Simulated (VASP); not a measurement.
Set up this calculation in VASP 6.6.1, as the native input.

- Task: single point
- Functional: r2SCAN
- Potentials or basis: VASP PAW PBE potentials, release 64 (Nb_sv)
- Cutoff: 520 eV
- k mesh: 22 × 22 × 22
- Occupations: gaussian, width 0.1 eV
- Spin: no spin polarisation
- Dipole correction: no
- Further INCAR settings: ALGO = Normal; EDIFF = 1e-07; NBANDS = 20

Nb:

```
Nb
1.0
    -2.59057    2.59057    1.41534
     2.59057   -2.59057    1.41534
     2.59057    2.59057   -1.41534
Nb
2
Direct
  0.00000 0.00000 0.00000
  0.75000 0.25000 0.50000
```

The input as run:

POSCAR

```
Nb
1.0
   -2.5905699731      2.5905699731      1.4153440661
    2.5905699731     -2.5905699731      1.4153440661
    2.5905699731      2.5905699731     -1.4153440661
Nb
2
Direct
    0.0000000000      0.0000000000      0.0000000000
    0.7500000000      0.2500000000      0.5000000000
```

INCAR.step1

```
PREC = Accurate
ENCUT = 520
ISMEAR = 0
SIGMA = 0.1
LREAL = F
LASPH = T
NELM = 60
NBANDS = 20
GGA = PE
ALGO = Normal
EDIFF = 1E-4
LWAVE = T
LCHARG = F
```

INCAR.step2

```
PREC = Accurate
ENCUT = 520
EDIFF = 1E-7
ISMEAR = 0
SIGMA = 0.1
LREAL = F
LASPH = T
NELM = 60
ALGO = Normal
ISIF = 2
LWAVE = F
LCHARG = F
METAGGA = R2SCAN
LMIXTAU = T
NBANDS = 20
ISTART = 1
```

KPOINTS

```
regular mesh
0
Gamma
  22 22 22
```

Potentials or basis: VASP PAW PBE potentials, release 64 (Nb_sv).

The run is started by

```bash
$ cat potpaw_PBE.64/Nb_sv/POTCAR > POTCAR
$ cp INCAR.step1 INCAR
$ mpirun -np 1 vasp_std > vasp.out
$ cp INCAR.step2 INCAR
$ mpirun -np 1 vasp_std > vasp.out
```

Results of the run:

The pressure is -0.1 GPa and the band gap on the k mesh is zero (bands 13 and 14 overlap by 1.31 eV).

Caveat: the PAW data sets were made with another functional, which shifts forces and pressure a little.

Wall time 61 min on 1 thread of Oxide Virtual Turin-like Processor, on a shared host, peak memory 0.55 GiB.
